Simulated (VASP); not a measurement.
CdI2, 3 atoms in the cell. The structure is trigonal, space group P-3m1 (No. 164). The conventional cell has a = 4.167 Å, b = 4.167 Å, c = 6.653 Å, α = 90.00°, β = 90.00°, γ = 120.00°. Within 3.9 Å of Cd (site symmetry -3m) lie 6 I at 2.96 Å. Within 4.2 Å of I (site symmetry 3m) lie 3 Cd at 2.96 Å and 12 I at 4.02 to 4.19 Å. 

* Program: VASP 6.6.1
* Task: relaxation of shape and atoms at fixed volume
* Functional: PBE
* Dispersion: D3(BJ)
* Potentials or basis: VASP PAW PBE potentials, release 64 (Cd, I)
* Cutoff: 500 eV
* k mesh: 6 × 6 × 4
* Occupations: gaussian, width 0.02 eV
* Spin: no spin polarisation
* Dipole correction: no
* Further INCAR settings: ALGO = Normal; EDIFF = 1e-07; IBRION = 2; EDIFFG = -0.01; NSW = 50; ISIF = 4

Potentials or basis: VASP PAW PBE potentials, release 64 (Cd, I).

The run is started by

```bash
$ cat potpaw_PBE.64/Cd/POTCAR potpaw_PBE.64/I/POTCAR > POTCAR
$ mpirun -np 1 vasp_std > vasp.out
```

Hardware: 1 thread of Intel(R) Xeon(R) Platinum 8488C (Sapphire Rapids) (shared host).

Question: How long does it take, and how much memory?

Answer: It took 110 s on 1 thread of Intel(R) Xeon(R) Platinum 8488C (Sapphire Rapids) (shared host), peak memory 0.23 GiB. Counts: scf iterations 42, k points 24, ion steps 5.
